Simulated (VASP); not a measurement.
Wanted: the native input for a VASP 6.6.1 run.

```yaml
Task: relaxation of cell and atoms
Functional: PBEsol
Potentials_or_basis: VASP PAW PBE potentials, release 64 (Ba_sv, Ti_sv, H)
Cutoff: 600 eV
k_mesh: 10 × 10 × 10
Occupations: gaussian, width 0.1 eV
Spin: no spin polarisation
Dipole_correction: no
Further_INCAR_settings: ALGO = Normal; EDIFF = 1e-07; IBRION = 2; EDIFFG = -0.005; NSW = 100; ISIF = 3
```

The structure of BaTiH3 lies in POSCAR:

```
BaTiH3
1.0
    4.0041044510      0.0000000000      0.0000000000
    0.0000000000      4.0041044510      0.0000000000
    0.0000000000      0.0000000000      4.0041044510
Ba Ti H
1 1 3
Direct
    0.5000000000      0.5000000000      0.5000000000
    0.0000000000      0.0000000000      0.0000000000
    0.5000000000      0.0000000000      0.0000000000
    0.0000000000      0.5000000000      0.0000000000
    0.0000000000      0.0000000000      0.5000000000
```

The input as run:

INCAR

```
ALGO = Normal
EDIFF = 1E-7
EDIFFG = -0.005
ENCUT = 600
GGA = PS
IBRION = 2
ISIF = 3
ISMEAR = 0
LASPH = True
LCHARG = False
LREAL = False
LWAVE = False
NELM = 100
NSW = 100
PREC = Accurate
SIGMA = 0.1
```

KPOINTS

```
k-points
0
Gamma
  10 10 10
```

Potentials or basis: VASP PAW PBE potentials, release 64 (Ba_sv, Ti_sv, H).

Run with:

```sh
$ cat potpaw_PBE.64/Ba_sv/POTCAR potpaw_PBE.64/Ti_sv/POTCAR potpaw_PBE.64/H/POTCAR > POTCAR
$ mpirun -np 1 vasp_std > vasp.out
```

Results of the run:

* Relaxed volume: 13.05 Å³/atom
* Relaxed cell: a = 4.026 Å, b = 4.026 Å, c = 4.026 Å, α = 90.00°, β = 90.00°, γ = 90.00°
* Space group after relaxing (to 0.05 Å): Pm-3m (No. 221)
* Energy gained by relaxing: 0.6 meV/atom
* Ionic steps: 3
* Pressure after relaxing: 0.0 GPa

Caveat: the PAW data sets were made with another functional, which shifts forces and pressure a little.

It used 150 s of CPU time on 1 thread of Intel(R) Xeon(R) Platinum 8375C CPU @ 2.90GHz (Ice Lake), with other jobs on the host.
